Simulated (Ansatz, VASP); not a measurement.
**One calculation of Ti, two programs**

```
Ti
1.0
     2.93846    0.00000    0.00000
    -1.46923    2.54478    0.00000
     0.00000    0.00000   24.30127
Ti
5
Direct
  0.33333 0.66667 0.31344
  0.66667 0.33333 0.40214
  0.33333 0.66667 0.50000
  0.66667 0.33333 0.59786
  0.33333 0.66667 0.68656
```

Alike in both runs: functional PBE; k mesh 12 × 12 × 1; occupations gaussian, width 0.1 eV; no spin polarisation.

Ansatz relaxed the structure, and its values are those at the end. VASP's run is a single point on that final structure, the one shown.

|  | VASP | Ansatz |
| --- | --- | --- |
| version | VASP 6.6.1 | Ansatz 0.2.0 |
| potentials or method | VASP PAW PBE potentials, release 64 (Ti_sv), cutoff 520 eV | scalar-relativistic, plane waves, PAW |
| valence electrons in the cell | 60 | 60 |

|  | VASP | Ansatz | Ansatz less VASP |
| --- | --- | --- | --- |
| gap on the k mesh at the Fermi level (eV) | none | none | - |
| rms of the force components (eV/Å) | 0.002 | 0.004 | +0.0020 |
| work function, face that differs most (eV) | 4.45 | 4.46 | +0.008 |

A gap of «none» marks a metal or a gap that the smearing closes. Ansatz's warnings: xc potential rough in thin density.
